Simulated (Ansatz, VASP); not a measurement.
Two plane-wave programs on ScB2P3

Contents of INCAR:

```
ALGO = Normal
EDIFF = 1E-6
EDIFFG = -0.01
ENCUT = 600
GGA = PE
IBRION = 2
ISIF = 3
ISMEAR = 0
LASPH = True
LCHARG = False
LREAL = False
LWAVE = False
NELM = 80
NSW = 100
PREC = Accurate
SIGMA = 0.1
```

KPOINTS

```
k-points
0
Gamma
  12 12 4
```

The input POSCAR:

```
ScB2P3
1.0
    3.2551848096      0.0000000000      0.0000000000
   -1.6275924048      2.8190727391      0.0000000000
    0.0000000000      0.0000000000      8.9761401402
Sc B P
1 2 3
Direct
    0.0000000000      0.0000000000      0.9733867538
    0.0000000000      0.0000000000      0.6810481388
    0.3333333333      0.6666666667      0.3907868752
    0.0000000000      0.0000000000      0.4628533493
    0.3333333333      0.6666666667      0.1744483630
    0.6666666667      0.3333333333      0.7574765199
```

Input for Ansatz:

```yaml
crystal:
  lattice:
    - [3.2551848096, 0.0, 0.0]
    - [-1.6275924048, 2.8190727391, 0.0]
    - [0.0, 0.0, 8.9761401402]
  atoms:
    - { symbol: Sc, position: [0.0, 0.0, 0.9733867538] }
    - { symbol: B, position: [0.0, 0.0, 0.6810481388] }
    - { symbol: B, position: [0.3333333333, 0.6666666667, 0.3907868752] }
    - { symbol: P, position: [0.0, 0.0, 0.4628533493] }
    - { symbol: P, position: [0.3333333333, 0.6666666667, 0.174448363] }
    - { symbol: P, position: [0.6666666667, 0.3333333333, 0.7574765199] }
basis:
  ecutwfc: 420
kpoints:
  mp_grid: { grid: [12, 12, 4] }
hamiltonian:
  xc: pbe
scf:
  occupations: { method: gaussian, width: 0.1 }
output:
  forces: true
  stress: true
  eigenvalues: true
  write_density: true
  write_potential: true
  elf: true
  volumetric_format: npy
relax:
  adjacent_minimum: "off"
  f_tol: 0.01
  max_steps: 80
  cell: { stress_tol: 0.05 }
```

Alike in both runs: task relaxation of cell and atoms; functional PBE; k mesh 12 × 12 × 4; occupations gaussian, width 0.1 eV; no spin polarisation.

```csv
,VASP,Ansatz
version,VASP 6.6.1,Ansatz 0.2.0
potentials or method,"VASP PAW PBE potentials, release 64 (Sc_sv, B, P), cutoff 600 eV","scalar-relativistic, plane waves, PAW"
valence electrons in the cell,32,32
```

|  | VASP | Ansatz | Ansatz less VASP |
| --- | --- | --- | --- |
| gap on the k mesh at the Fermi level, each at its own relaxed structure (eV) | none | none | - |
| relaxed volume (Å³/atom) | 13.72 | 13.73 | +0.004 |
| relaxed length of the cell vector where the two differ most in proportion (Å) | 8.974 | 8.968 | -0.0054 |

A gap of «none» marks a metal or a gap that the smearing closes.
